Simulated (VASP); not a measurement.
A run of VASP 6.6.1 is set up as follows.

File INCAR:

```
  PREC = Accurate
  ENCUT = 520
  EDIFF = 1E-6
  ISMEAR = 0
  SIGMA = 0.01
  LREAL = False
  LASPH = True
  NELM = 60
  ALGO = Normal
  ISIF = 2
  LWAVE = False
  LCHARG = True
  GGA = PE
  LELF = True
  LVHAR = True
  NBANDS = 16
```

Contents of KPOINTS:

```
Automatic mesh
0
Gamma
  12 12 6
```

POSCAR

```
Te
1.0
    4.5226078920      0.0000000000      0.0000000000
   -2.2613039460      3.9166933258      0.0000000000
    0.0000000000      0.0000000000      5.7768053078
Te
3
Direct
    0.7253027604      0.0000000000      0.3333333333
    0.0000000000      0.7253027604      0.6666666667
    0.2746972396      0.2746972396      0.0000000000
```

Potentials or basis: VASP PAW PBE potentials, release 64 (Te).

The run is started by

```console
$ cat potpaw_PBE.64/Te/POTCAR > POTCAR
$ mpirun -np 1 vasp_std > vasp.out
```

Task: Estimate the pressure.

Result: 1.1 GPa.

Task: Estimate the band gap on the k mesh.

Result: 0.20 eV (least direct gap 0.36 eV).

Task: Estimate the largest force.

Result: 0.011 eV/Å.

Forces in eV/Å, atoms in the order of the input:
```
Te  -0.011  0.000  0.000
Te   0.005 -0.009  0.000
Te   0.005  0.009  0.000
```

Caveat: spin-orbit coupling is left out, which moves the levels of the heavy elements. A k mesh can miss the band edges.
